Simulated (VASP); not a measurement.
# W (Im-3m) in VASP: a series of runs, part 2 of 2

VASP 6.6.1. Earlier steps stand in the parts before.

## Step 3: Single point, PBEsol

This run uses another cell than the first one, of 15.68 Å³/atom, 1.064 times its volume.

Contents of INCAR:

```
SYSTEM = W
PREC     = Accurate       ! precision mode
ENCUT    = 520            ! plane-wave cutoff, eV
EDIFF    = 1E-6           ! SCF threshold, eV
ISMEAR   = -1             ! smearing method
SIGMA    = 0.05           ! smearing width, eV
LREAL    = .FALSE.        ! projectors in reciprocal space
LASPH    = .TRUE.         ! aspherical terms in the spheres
NELM     = 100            ! most SCF steps
ALGO     = Normal         ! electronic algorithm
ISIF     = 2              ! what is computed and relaxed
LWAVE    = .FALSE.        ! write WAVECAR
LCHARG   = .TRUE.         ! write CHGCAR
GGA      = PS             ! functional
LELF     = .TRUE.         ! ELF
LVHAR    = .TRUE.       
NBANDS   = 13             ! bands
```

Contents of KPOINTS:

```
regular mesh
0
G
  19 19 19
  0 0 0
```

Contents of POSCAR:

```
W
1.0
   -1.5767711598      1.5767711598      1.5767711598
    1.5767711598     -1.5767711598      1.5767711598
    1.5767711598      1.5767711598     -1.5767711598
W
1
Direct
    0.0000000000      0.0000000000      0.0000000000
```

Potentials or basis: VASP PAW PBE potentials, release 64 (W_sv).

Launch:

```console
cat potpaw_PBE.64/W_sv/POTCAR > POTCAR
mpirun -np 1 vasp_std > vasp.out
```

OUTCAR:

```text
SYSTEM = W
   PREC = Accurate
   ENCUT = 520
   EDIFF = 1E-6
   ISMEAR = -1
   LREAL = .FALSE.
   LASPH = .TRUE.
   NELM = 100
   ISIF = 2
   GGA = PS

 ion  position               nearest neighbor table
   1  0.000  0.000  0.000-

  LATTYP: Found a body centered cubic cell.
 ALAT       =     3.1535423196

  Lattice vectors:

 A1 = (  -1.5767711598,   1.5767711598,   1.5767711598)
 A2 = (   1.5767711598,  -1.5767711598,   1.5767711598)
 A3 = (   1.5767711598,   1.5767711598,  -1.5767711598)

Analysis of symmetry for initial positions (statically):
=====================================================================
 Subroutine PRICEL returns:
 Original cell was already a primitive cell.

 Routine SETGRP: Setting up the symmetry group for a
 body centered cubic supercell.

 Subroutine GETGRP returns: Found 48 space group operations
 (whereof 48 operations were pure point group operations)
 out of a pool of 48 trial point group operations.

The static configuration has the point symmetry O_h .

Analysis of symmetry for dynamics (positions and initial velocities):
=====================================================================
 Subroutine PRICEL returns:
 Original cell was already a primitive cell.

 Routine SETGRP: Setting up the symmetry group for a
 body centered cubic supercell.

 Subroutine GETGRP returns: Found 48 space group operations
 (whereof 48 operations were pure point group operations)
 out of a pool of 48 trial point group operations.

The dynamic configuration has the point symmetry O_h .

 Subroutine INISYM returns: Found 48 space group operations
 (whereof 48 operations are pure point group operations),
 and found     1 'primitive' translations

----------------------------------------------------------------------------------------

                                     Primitive cell

[... 112 lines left out ...]
   LORBIT       =      0    0 simple, 1 ext, 2 COOP (PROOUT), +10 PAW based schemes
   GGA     = PS    functional components
   LHFCALC =     F    Hartree Fock is set to
   AEXX    =    0.0000 exact exchange contribution
   IVDW    =     0    specifies the selected vdW correction
   LEPSILON=     F    determine dielectric tensor
   LRPA    =     F    only Hartree local field effects (RPA)
 non-spin polarized calculation
  energy-cutoff  :      520.00
  volume of cell :       15.68
 maximum number of plane-waves:       435
   NGX = 11   NGY = 11   NGZ = 11

 number of electron      14.0000005 magnetization

 Free energy of the ion-electron system (eV)
  ---------------------------------------------------
  ext. energy  EPLUGINS =         0.00000000
  ---------------------------------------------------
  free energy    TOTEN  =       -13.80848266 eV

  energy without entropy =      -13.80545081  energy(sigma->0) =      -13.80696673

 E-fermi :  11.3989     XC(G=0): -13.8218

 val. band max:       11.3755098154   @ k =  -0.3158   0.3684   0.2632
 cond. band min:      11.3994654548   @ k =  -0.3158   0.3158   0.2105
 fundamental gap:      0.0239556394
 Fermi energy:        11.3988548688

 k-point     1 :       0.0000    0.0000    0.0000
  band No.  band energies     occupation
      1     -62.6949      2.00000
      2     -26.2367      2.00000
      3     -26.2367      2.00000
      4     -26.2367      2.00000
      5       1.7185      2.00000
      6      10.1817      2.00000
      7      10.1817      2.00000
      8      10.1817      2.00000
      9      13.6955      0.00000
     10      13.6955      0.00000
     11      25.9977      0.00000
     12      25.9977      0.00000
     13      25.9977      0.00000
[... 354 lines left out ...]
  band No.  band energies     occupation
      1     -62.5715      2.00000
      2     -27.3580      2.00000
      3     -26.6360      2.00000
      4     -26.2967      2.00000
      5       5.4647      2.00000
      6       8.1794      2.00000
      7       9.8857      2.00000
      8      13.3203      0.00000
      9      14.5169      0.00000
     10      16.3697      0.00000
     11      24.0442      0.00000
     12      25.2925      0.00000
     13      30.0313      0.00000

 [... further k-points ...]

------------------------ aborting loop because EDIFF is reached ----------------------------------------

  FORCE on cell =-STRESS in cart. coord.  units (eV):
  Direction    XX          YY          ZZ          XY          YZ          ZX
  --------------------------------------------------------------------------------------
  -------------------------------------------------------------------------------------
  Total        0.0623280      0.0623280      0.0623280      0.0000000     -0.0000000      0.0000000
  in kB        6.3683585      6.3683585      6.3683585      0.0000000     -0.0000000      0.0000000
  external PRESSURE =       6.3683585 kB  Pullay stress =       0.0000000 kB

 VOLUME and BASIS-vectors are now :
 -----------------------------------------------------------------------------
  energy-cutoff  :      520.00
  volume of cell :       15.68
      direct lattice vectors                 reciprocal lattice vectors
    -1.576771160  1.576771160  1.576771160     0.000000000  0.317103720  0.317103720
     1.576771160 -1.576771160  1.576771160     0.317103720  0.000000000  0.317103720
     1.576771160  1.576771160 -1.576771160     0.317103720  0.317103720  0.000000000

 POSITION                                       TOTAL-FORCE (eV/Angst)
 -----------------------------------------------------------------------------------
      0.00000      0.00000      0.00000         0.000000      0.000000     -0.000000
 -----------------------------------------------------------------------------------
    total drift:                                0.000000     -0.000000      0.000000

  FREE ENERGIE OF THE ION-ELECTRON SYSTEM (eV)
  ---------------------------------------------------
  free  energy   TOTEN  =       -13.8084826594 eV

  energy  without entropy=      -13.8054508101  energy(sigma->0) =      -13.80696673
```

It took 33 s on 1 thread of AMD EPYC 7R43 (Zen 3), shared host; peak memory 0.12 GiB.

What came out:

```yaml
Free_energy: -13.8085 eV
Pressure: 0.6 GPa
Band_gap_on_the_k_mesh: zero (band 7 reaches 16.34 eV, above the bottom of band 8 at 10.18 eV)
```

Caveat: the PAW data sets were made with another functional, which shifts forces and pressure a little; spin-orbit coupling is left out, which moves the levels of the heavy elements.

## Step 4: Single point, PBEsol (volume scaled by 0.64)

Contents of INCAR:

```
ALGO = Normal
EDIFF = 1E-6
ENCUT = 500
GGA = PS
GGA_COMPAT = F
ISIF = 2
ISMEAR = -1
LASPH = T
LCHARG = F
LREAL = F
LWAVE = F
NBANDS = 13
NELM = 120
PREC = Accurate
SIGMA = 0.05
```

Contents of KPOINTS:

```
k-points
0
Gamma
  19 19 19
```

Contents of POSCAR:

```
W
1.0
   -1.3588201939      1.3588201939      1.3588201939
    1.3588201939     -1.3588201939      1.3588201939
    1.3588201939      1.3588201939     -1.3588201939
W
1
Direct
    0.0000000000      0.0000000000      0.0000000000
```

Launch:

```console
cat potpaw_PBE.64/W_sv/POTCAR > POTCAR
mpirun -np 1 vasp_std > vasp.out
```

Run time: 9.4 s. Hardware: 1 thread of Intel Xeon 6975P-C (Granite Rapids), shared host; peak memory 0.14 GiB.

The run converged. Its results:

| Quantity | Value |
| --- | --- |
| Free energy | -9.3802 eV |
| Pressure | 364.6 GPa |
| Band gap on the k mesh | zero (band 7 reaches 27.81 eV, above the bottom of band 8 at 16.72 eV) |

Levels at points of the mesh, in eV from the Fermi level:
```csv
k point,band 5,band 6,band 7,band 8,band 9,band 10
"(0.00, 0.00, 0.00)",-11.88,-2.78,-2.78,-2.78,2.87,2.87
```

Caveat: the cell differs from its parent crystal (volume scaled by 0.64); the PAW data sets were made with another functional, which shifts forces and pressure a little; spin-orbit coupling is left out, which moves the levels of the heavy elements.

## Step 5: The runs side by side

| cell | cutoff (eV) | gap on the mesh (eV) | pressure (GPa) |
| --- | --- | --- | --- |
| a = 2.675 Å, angles 109.5°, 1 atom | 520 | none | 23.8 |
| a = 2.731 Å, angles 109.5°, 1 atom | 520 | none | 0.6 |
| a = 2.354 Å, angles 109.5°, 1 atom | 500 | none | 364.6 |

Alike in all rows: task single point; level PBEsol; potentials or basis VASP PAW PBE potentials, release 64 (W_sv); no spin polarisation; k mesh 19 × 19 × 19; smearing fermi-dirac 0.05 eV.

Caveats: the PAW data sets were made with another functional, which shifts forces and pressure a little; spin-orbit coupling is left out, which moves the levels of the heavy elements.

Absolute energies hang on the potentials; compare differences alone.
